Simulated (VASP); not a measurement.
**CaO: single point with r2SCAN**

The system is CaO.

```
Ca O
1.0
     0.00000    2.60673    2.65887
     2.60673    0.00000    2.65887
     2.60673    2.60673    0.00000
Ca O
1 1
Cartesian
  0.0000 0.0000 0.0000
  1.3034 1.3034 1.3294
```

This cell differs from its parent crystal: uniaxial z strain +2.0%.

```
Program                : VASP 6.6.1
Task                   : single point
Functional             : r2SCAN
Potentials or basis    : VASP PAW PBE potentials, release 64 (Ca_sv, O)
Cutoff                 : 520 eV
k mesh                 : 8 × 8 × 8
Occupations            : gaussian, width 0.01 eV
Spin                   : no spin polarisation
Dipole correction      : no
Further INCAR settings : ALGO = Normal; EDIFF = 1e-07; NBANDS = 15
```

```json
{
 "Pressure": "-0.8 GPa",
 "Band gap on the k mesh": "3.65 eV (least direct gap 4.25 eV)"
}
```

Stress tensor (GPa, compression positive):
```
-0.63  0.00  0.00
 0.00 -0.63  0.00
 0.00  0.00 -0.99
```

Levels at points of the mesh, in eV from the valence-band top:
| k point | band 5 | band 6 | band 7 | band 8 | band 9 | band 10 | band 11 | band 12 |
| --- | --- | --- | --- | --- | --- | --- | --- | --- |
| (0.00, 0.00, 0.00) | -15.74 | -0.62 | -0.60 | -0.60 | 3.65 | 8.48 | 8.62 | 10.01 |
| (0.50, 0.00, 0.00) | -15.07 | -1.00 | -0.38 | -0.33 | 6.50 | 8.41 | 8.44 | 8.67 |
| (0.50, 0.50, 0.00) | -14.85 | -1.41 | 0.00 | 0.00 | 5.24 | 7.10 | 9.61 | 9.90 |
| (0.50, 0.00, 0.50) | -14.88 | -1.39 | -0.04 | -0.03 | 5.30 | 7.14 | 9.61 | 9.88 |

Run time: 3.6 min on 1 thread of Intel Xeon 8259CL (shared host), peak memory 0.19 GiB.

Caveat: the cell differs from its parent crystal (uniaxial z strain +2.0%); the PAW data sets were made with another functional, which shifts forces and pressure a little. A k mesh can miss the band edges.
